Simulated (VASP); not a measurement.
# SiC in VASP: notebook

SiC is run at these levels: r2SCAN; tasks: single point.

Program: VASP 6.6.1. These are calculated values, not measurements. Logs are shortened: lines on timing, memory, paths and dates and some standing lists are left out, and cuts for length are marked.

**1. The cell of the first run**

The cell holds a slab with vacuum, 12 atoms: a = 3.075 Å, b = 3.075 Å, c = 28.247 Å, α = 90.00°, β = 90.00°, γ = 120.00°.

**2. Single point, r2SCAN**

POSCAR reads:

```
SiC
1.0
    3.0751950084      0.0000000000      0.0000000000
   -1.5375975042      2.6631969989      0.0000000000
    0.0000000000      0.0000000000     28.2474285646
C Si
6 6
Direct
    0.3333333333      0.6666666667      0.2655108936
    0.6666666667      0.3333333333      0.3548671131
    0.3333333333      0.6666666667      0.4442233326
    0.6666666667      0.3333333333      0.5335795521
    0.3333333333      0.6666666667      0.6229357716
    0.6666666667      0.3333333333      0.7122919910
    0.6666666667      0.3333333333      0.2877080090
    0.3333333333      0.6666666667      0.3770642284
    0.6666666667      0.3333333333      0.4664204479
    0.3333333333      0.6666666667      0.5557766674
    0.6666666667      0.3333333333      0.6451328869
    0.3333333333      0.6666666667      0.7344891064
```

INCAR.step1 reads:

```
ALGO = Normal ; AMIX = 0.1
AMIX_MAG = 0.4 ; BMIX = 1E-4
BMIX_MAG = 1E-4 ; DIPOL = 0.5 0.5 0.500
EDIFF = 1E-5 ; ENCUT = 710
GGA = PE ; GGA_COMPAT = False
IDIPOL = 3 ; ISMEAR = 0
KPAR = 4 ; LASPH = True
LCHARG = False ; LDIPOL = True
LREAL = False ; LWAVE = True
NBANDS = 36 ; NELM = 300
NELMDL = -8 ; PREC = Accurate
SIGMA = 0.05
```

INCAR.step2 reads:

```
ALGO = Normal ; AMIX = 0.1
AMIX_MAG = 0.4 ; BMIX = 1E-4
BMIX_MAG = 1E-4 ; DIPOL = 0.5 0.5 0.500
EDIFF = 1E-6 ; ENCUT = 710
GGA_COMPAT = False ; IDIPOL = 3
ISIF = 2 ; ISMEAR = 0
ISTART = 1 ; KPAR = 4
LASPH = True ; LCHARG = False
LDIPOL = True ; LMIXTAU = True
LREAL = False ; LWAVE = False
METAGGA = R2SCAN ; NBANDS = 36
NELM = 300 ; PREC = Accurate
SIGMA = 0.05
```

KPOINTS reads:

```
k-points
0
Gamma
  9 9 1
```

Potentials or basis: VASP PAW PBE potentials, release 64 (C, Si).

Started as:

```bash
$ cat potpaw_PBE.64/C/POTCAR potpaw_PBE.64/Si/POTCAR > POTCAR
$ cp INCAR.step1 INCAR
$ mpirun -np 4 vasp_std > vasp.out
$ cp INCAR.step2 INCAR
$ mpirun -np 4 vasp_std > vasp.out
```

OUTCAR:

```text
AMIX = 0.1
   AMIX_MAG = 0.4
   EDIFF = 1E-6
   ENCUT = 710
   ISIF = 2
   ISMEAR = 0
   ISTART = 1
   LASPH = True
   LREAL = False
   METAGGA = R2SCAN
   NELM = 300
   PREC = Accurate

 ion  position               nearest neighbor table
   1  0.333  0.667  0.266-   7 1.88   7 1.88   7 1.88
   2  0.667  0.333  0.355-   8 1.88   8 1.88   8 1.88   7 1.90
   3  0.333  0.667  0.444-   9 1.88   9 1.88   9 1.88   8 1.90
   4  0.667  0.333  0.534-  10 1.88  10 1.88  10 1.88   9 1.90
   5  0.333  0.667  0.623-  11 1.88  11 1.88  11 1.88  10 1.90
   6  0.667  0.333  0.712-  12 1.88  12 1.88  12 1.88  11 1.90
   7  0.667  0.333  0.288-   1 1.88   1 1.88   1 1.88   2 1.90   8 3.09   8 3.09   8 3.09
   8  0.333  0.667  0.377-   2 1.88   2 1.88   2 1.88   3 1.90   7 3.09   7 3.09   7 3.09   9 3.09
                             9 3.09   9 3.09
   9  0.667  0.333  0.466-   3 1.88   3 1.88   3 1.88   4 1.90  10 3.09   8 3.09   8 3.09  10 3.09
                            10 3.09   8 3.09
  10  0.333  0.667  0.556-   4 1.88   4 1.88   4 1.88   5 1.90   9 3.09  11 3.09   9 3.09  11 3.09
                             9 3.09  11 3.09
  11  0.667  0.333  0.645-   5 1.88   5 1.88   5 1.88   6 1.90  12 3.09  10 3.09  12 3.09  10 3.09
                            12 3.09  10 3.09
  12  0.333  0.667  0.734-   6 1.88   6 1.88   6 1.88  11 3.09  11 3.09  11 3.09

  LATTYP: Found a hexagonal cell.
 ALAT       =     3.0751950084
 C/A-ratio  =     9.1855731059

  Lattice vectors:

 A1 = (   3.0751950084,   0.0000000000,   0.0000000000)
 A2 = (  -1.5375975042,   2.6631969989,   0.0000000000)
 A3 = (   0.0000000000,   0.0000000000,  28.2474285646)

Analysis of symmetry for initial positions (statically):
=====================================================================
 Subroutine PRICEL returns:
 Original cell was already a primitive cell.

 Routine SETGRP: Setting up the symmetry group for a
 hexagonal supercell.

 Subroutine GETGRP returns: Found  6 space group operations
 (whereof  6 operations were pure point group operations)
 out of a pool of 24 trial point group operations.

The static configuration has the point symmetry C_3v.

Analysis of symmetry for dynamics (positions and initial velocities):
=====================================================================
 Subroutine PRICEL returns:
 Original cell was already a primitive cell.

 Routine SETGRP: Setting up the symmetry group for a
 hexagonal supercell.

 Subroutine GETGRP returns: Found  6 space group operations
 (whereof  6 operations were pure point group operations)
 out of a pool of 24 trial point group operations.

The dynamic configuration has the point symmetry C_3v.

 Subroutine INISYM returns: Found  6 space group operations
 (whereof  6 operations are pure point group operations),
 and found     1 'primitive' translations

----------------------------------------------------------------------------------------

                                     Primitive cell

  volume of cell :     231.3422

  direct lattice vectors                    reciprocal lattice vectors
     3.075195008  0.000000000  0.000000000     0.325182630  0.187744279  0.000000000
    -1.537597504  2.663196999  0.000000000     0.000000000  0.375488558  0.000000000
     0.000000000  0.000000000 28.247428565     0.000000000  0.000000000  0.035401452

  length of vectors
     3.075195008  3.075195008 28.247428565     0.375488558  0.375488558  0.035401452

  position of ions in fractional coordinates (direct lattice)
     0.333333333  0.666666667  0.265510894
     0.666666667  0.333333333  0.354867113
     0.333333333  0.666666667  0.444223333
     0.666666667  0.333333333  0.533579552
     0.333333333  0.666666667  0.622935772
     0.666666667  0.333333333  0.712291991
     0.666666667  0.333333333  0.287708009
     0.333333333  0.666666667  0.377064228
     0.666666667  0.333333333  0.466420448
     0.333333333  0.666666667  0.555776667
     0.666666667  0.333333333  0.645132887
     0.333333333  0.666666667  0.734489106

  ion indices of the primitive-cell ions
   primitive index   ion index
                 1           1
[... 26 lines left out ...]

  Length of vectors
     0.041720951  0.041720951  0.035401452

  Shift w.r.t. Gamma in fractional coordinates (k-lattice)
     0.000000000  0.000000000  0.000000000

 Subroutine IBZKPT returns following result:
 ===========================================

 Found     12 irreducible k-points:

 Following reciprocal coordinates:
            Coordinates               Weight
  0.000000  0.000000  0.000000      1.000000
  0.111111  0.000000  0.000000      6.000000
  0.222222  0.000000  0.000000      6.000000
  0.333333  0.000000  0.000000      6.000000
  0.444444  0.000000  0.000000      6.000000
  0.111111  0.111111  0.000000      6.000000
  0.222222  0.111111  0.000000     12.000000
  0.333333  0.111111  0.000000     12.000000
  0.444444  0.111111  0.000000      6.000000
  0.222222  0.222222  0.000000      6.000000
  0.333333  0.222222  0.000000     12.000000
  0.333333  0.333333  0.000000      2.000000
   k-points           NKPTS =     12   k-points in BZ     NKDIM =     12   number of bands    NBANDS=     36
   number of dos      NEDOS =    301   number of ions     NIONS =     12
   total plane-waves  NPLWV = 196000
   dimension x,y,z NGX =    28 NGY =   28 NGZ =  250
   dimension x,y,z NGXF=    56 NGYF=   56 NGZF=  500
   ions per type =               6   6
   NGX,Y,Z   is equivalent  to a cutoff of  15.14, 15.14, 14.71 a.u.
   NGXF,Y,Z  is equivalent  to a cutoff of  30.27, 30.27, 29.43 a.u.
 SYSTEM =  unknown system
   PREC   = accura    normal or accurate (medium, high low for compatibility)
   ISTART =      1    job   : 0-new  1-cont  2-samecut
   ICHARG =      0    charge: 1-file 2-atom 10-const
   ISPIN  =      1    spin polarized calculation?
   LNONCOLLINEAR =      F non collinear calculations
   LSORBIT =      F    spin-orbit coupling
   LASPH  =      T    aspherical Exc in radial PAW
   ENCUT  =  710.0 eV  52.18 Ry    7.22 a.u.   6.68  6.68 61.37*2*pi/ulx,y,z
   NELM   =    300;   NELMIN=  2; NELMDL=  0     # of ELM steps
   EDIFF  = 0.1E-05   stopping-criterion for ELM
   LREAL  =      F    real-space projection
   EDIFFG = 0.1E-04   stopping-criterion for IOM
   NSW    =      0    number of steps for IOM
   IBRION =     -1    ionic relax: 0-MD 1-quasi-New 2-CG
   NFREE  =      0    steps in history (QN), initial steepest desc. (CG)
   ISIF   =      2    stress and relaxation
   ISYM   =      2    0-nonsym 1-usesym 2-fastsym
   POTIM  = 0.5000    time-step for ionic-motion
   TEBEG  =    0.0;   TEEND  =   0.0 temperature during run
   PSTRESS=    0.0 pullay stress
   NELECT =      48.0000    total number of electrons
   NUPDOWN=      -1.0000    fix difference up-down
   EMIN   =  10.00;   EMAX   =-10.00  energy-range for DOS
   EFERMI =   0.00;   METHOD = LEGACY
   ISMEAR =     0;   SIGMA  =   0.05  broadening in eV -4-tet -1-fermi 0-gaus
   EFERMI_NEDOS =   21; number of points for ismear=-14 and -15
   IALGO  =     38    algorithm
   IMIX   =      4    mixing-type and parameters
     AMIX     =   0.10;   BMIX     =  0.00
     AMIX_MAG =   0.40;   BMIX_MAG =  0.00
  volume/ion in A,a.u.               =      19.28       130.10
  Fermi-wavevector in a.u.,A,eV,Ry     =   0.969178  1.831481 12.780038  0.939306
  Thomas-Fermi vector in A             =   2.099209
   LORBIT       =      0    0 simple, 1 ext, 2 COOP (PROOUT), +10 PAW based schemes
   METAGGA = R2SCAN    functional components
   LHFCALC =     F    Hartree Fock is set to
   AEXX    =    0.0000 exact exchange contribution
   IVDW    =     0    specifies the selected vdW correction
   LEPSILON=     F    determine dielectric tensor
   LRPA    =     F    only Hartree local field effects (RPA)
 non-spin polarized calculation
 Gauss-broadening in eV      SIGMA  =   0.05
  energy-cutoff  :      710.00
  volume of cell :      231.34
 maximum number of plane-waves:      9997
 NGX is ok and might be reduce to    28
   NGX = 13   NGY = 13   NGZ =123

 dipolmoment           0.000000      0.000000      0.681779 electrons x Angstroem

 number of electron      48.0000000 magnetization

 dipolmoment           0.000000      0.000000     -0.088556 electrons x Angstroem

 Free energy of the ion-electron system (eV)
  ---------------------------------------------------
  ext. energy  EPLUGINS =         0.00000000
  ---------------------------------------------------
  free energy    TOTEN  =      -111.13438710 eV

  energy without entropy =     -111.11440361  energy(sigma->0) =     -111.12439535

 E-fermi :   2.1973     XC(G=0):  -6.9882

 val. band max:        2.1922088807   @ k =   0.2222   0.1111   0.0000
 cond. band min:       2.2081250266   @ k =   0.0000   0.0000   0.0000
 fundamental gap:      0.0159161459
 Fermi energy:         2.1973360353

 k-point     1 :       0.0000    0.0000    0.0000
  band No.  band energies     occupation
      1     -15.2059      2.00000
      2     -14.6165      2.00000
      3     -13.9562      2.00000
      4     -13.1488      2.00000
      5     -12.2721      2.00000
      6     -11.0371      2.00000
[... 457 lines left out ...]
     35      10.1488      0.00000
     36      10.1646      0.00000

------------------------ aborting loop because EDIFF is reached ----------------------------------------

 vacuum level on the upper side and lower side of the slab       (xc-potential included)        -1.033         0.937

  FORCE on cell =-STRESS in cart. coord.  units (eV):
  Direction    XX          YY          ZZ          XY          YZ          ZX
  --------------------------------------------------------------------------------------
  -------------------------------------------------------------------------------------
  Total       -0.3477455     -0.3477455     -0.4277649     -0.0000000     -0.0000000     -0.0000000
  in kB       -2.4083367     -2.4083367     -2.9625169     -0.0000000     -0.0000000     -0.0000000
  external PRESSURE =      -2.5930635 kB  Pullay stress =       0.0000000 kB

 VOLUME and BASIS-vectors are now :
 -----------------------------------------------------------------------------
  energy-cutoff  :      710.00
  volume of cell :      231.34
      direct lattice vectors                 reciprocal lattice vectors
     3.075195008  0.000000000  0.000000000     0.325182630  0.187744279  0.000000000
    -1.537597504  2.663196999  0.000000000     0.000000000  0.375488558  0.000000000
     0.000000000  0.000000000 28.247428565     0.000000000  0.000000000  0.035401452

 POSITION                                       TOTAL-FORCE (eV/Angst)
 -----------------------------------------------------------------------------------
     -0.00000      1.77546      7.50000         0.000000     -0.000000      2.553652
      1.53760      0.88773     10.02408         0.000000     -0.000000      0.764106
     -0.00000      1.77546     12.54817         0.000000     -0.000000      0.364995
      1.53760      0.88773     15.07225         0.000000     -0.000000      0.299661
     -0.00000      1.77546     17.59633         0.000000     -0.000000      0.274424
      1.53760      0.88773     20.12042         0.000000     -0.000000      0.607478
      1.53760      0.88773      8.12701        -0.000000      0.000000     -2.908240
     -0.00000      1.77546     10.65109         0.000000      0.000000     -0.544522
      1.53760      0.88773     13.17518         0.000000     -0.000000     -0.364372
     -0.00000      1.77546     15.69926         0.000000     -0.000000     -0.306445
      1.53760      0.88773     18.22335         0.000000      0.000000     -0.455694
     -0.00000      1.77546     20.74743        -0.000000      0.000000     -0.285043
 -----------------------------------------------------------------------------------
    total drift:                               -0.000001      0.000000      0.001668

  FREE ENERGIE OF THE ION-ELECTRON SYSTEM (eV)
  ---------------------------------------------------
  free  energy   TOTEN  =      -111.1343870959 eV

  energy  without entropy=     -111.1144036112  energy(sigma->0) =     -111.12439535

 vacuum level on the upper side and lower side of the slab         6.856         8.856
```

Run time: 20 min. Hardware: 4 MPI ranks of Intel Xeon 6975P-C (Granite Rapids), shared host; peak memory 0.59 GiB.

Results:

```yaml
Free_energy: -111.1344 eV
Largest_force: 2.908 eV/Å
Band_gap_on_the_k_mesh: zero (bands 24 and 25 overlap by 0.32 eV)
```

Forces on the atoms (eV/Å):
```
C    0.000  0.000  2.554
C    0.000  0.000  0.764
C    0.000  0.000  0.365
C    0.000  0.000  0.300
C    0.000  0.000  0.274
C    0.000  0.000  0.607
Si   0.000  0.000 -2.908
Si   0.000  0.000 -0.545
Si   0.000  0.000 -0.364
Si   0.000  0.000 -0.306
Si   0.000  0.000 -0.456
Si   0.000  0.000 -0.285
```

Levels at points of the mesh, in eV from the Fermi level:
| k point | band 20 | band 21 | band 22 | band 23 | band 24 | band 25 | band 26 | band 27 | band 28 | band 29 |
| --- | --- | --- | --- | --- | --- | --- | --- | --- | --- | --- |
| (0.00, 0.00, 0.00) | -1.04 | -1.04 | -0.37 | 0.01 | 0.10 | 0.10 | 4.34 | 4.69 | 4.90 | 5.51 |

Caveat: the PAW data sets were made with another functional, which shifts forces and pressure a little.

**3. Single point, r2SCAN**

POSCAR is that of step 2.

INCAR.step1 reads:

```
SYSTEM = SiC
PREC     = Accurate       ! precision mode
ENCUT    = 520            ! plane-wave cutoff, eV
ISMEAR   = 0              ! smearing method
SIGMA    = 0.05           ! smearing width, eV
LREAL    = .FALSE.        ! projectors in reciprocal space
LASPH    = .TRUE.         ! aspherical terms in the spheres
NELM     = 60             ! most SCF steps
LDIPOL   = .TRUE.       
IDIPOL   = 3            
DIPOL    = 0.5 0.5 0.500
NBANDS   = 36             ! bands
GGA      = PE             ! functional
ALGO     = Normal         ! electronic algorithm
EDIFF    = 1E-4           ! SCF threshold, eV
LWAVE    = .TRUE.         ! write WAVECAR
LCHARG   = .FALSE.        ! write CHGCAR
```

INCAR.step2 reads:

```
SYSTEM = SiC
PREC     = Accurate       ! precision mode
ENCUT    = 520            ! plane-wave cutoff, eV
EDIFF    = 1E-6           ! SCF threshold, eV
ISMEAR   = 0              ! smearing method
SIGMA    = 0.05           ! smearing width, eV
LREAL    = .FALSE.        ! projectors in reciprocal space
LASPH    = .TRUE.         ! aspherical terms in the spheres
NELM     = 60             ! most SCF steps
ALGO     = Normal         ! electronic algorithm
ISIF     = 2              ! what is computed and relaxed
LWAVE    = .FALSE.        ! write WAVECAR
LCHARG   = .FALSE.        ! write CHGCAR
LDIPOL   = .TRUE.       
IDIPOL   = 3            
DIPOL    = 0.5 0.5 0.500
METAGGA  = R2SCAN         ! meta-GGA
LMIXTAU  = .TRUE.       
NBANDS   = 36             ! bands
ISTART   = 1
```

KPOINTS reads:

```
Automatic mesh
0
G
  13 13 1
  0 0 0
```

Potentials or basis: VASP PAW PBE potentials, release 64 (C, Si).

Started as:

```bash
$ cat potpaw_PBE.64/C/POTCAR potpaw_PBE.64/Si/POTCAR > POTCAR
$ cp INCAR.step1 INCAR
$ mpirun -np 1 vasp_std > vasp.out
$ cp INCAR.step2 INCAR
$ mpirun -np 1 vasp_std > vasp.out
```

Run time: 53 min. Hardware: 1 thread of Oxide Virtual Turin-like, shared host; peak memory 0.42 GiB.

The run converged. Its results:

```yaml
Free_energy: -111.0969 eV
Largest_force: 2.897 eV/Å
Band_gap_on_the_k_mesh: zero (bands 24 and 25 overlap by 0.32 eV)
```

Forces on the atoms (eV/Å):
```
C    0.000  0.000  2.538
C    0.000  0.000  0.758
C    0.000  0.000  0.367
C    0.000  0.000  0.300
C    0.000  0.000  0.267
C    0.000  0.000  0.664
Si   0.000  0.000 -2.897
Si   0.000  0.000 -0.542
Si   0.000  0.000 -0.362
Si   0.000  0.000 -0.306
Si   0.000  0.000 -0.441
Si   0.000  0.000 -0.345
```

Levels at points of the mesh, in eV from the Fermi level:
```
           k point  band 21  band 22  band 23  band 24  band 25  band 26  band 27  band 28
(0.00, 0.00, 0.00)    -1.04    -0.36     0.02     0.10     0.10     4.34     4.70     4.91
```

Caveat: the PAW data sets were made with another functional, which shifts forces and pressure a little.
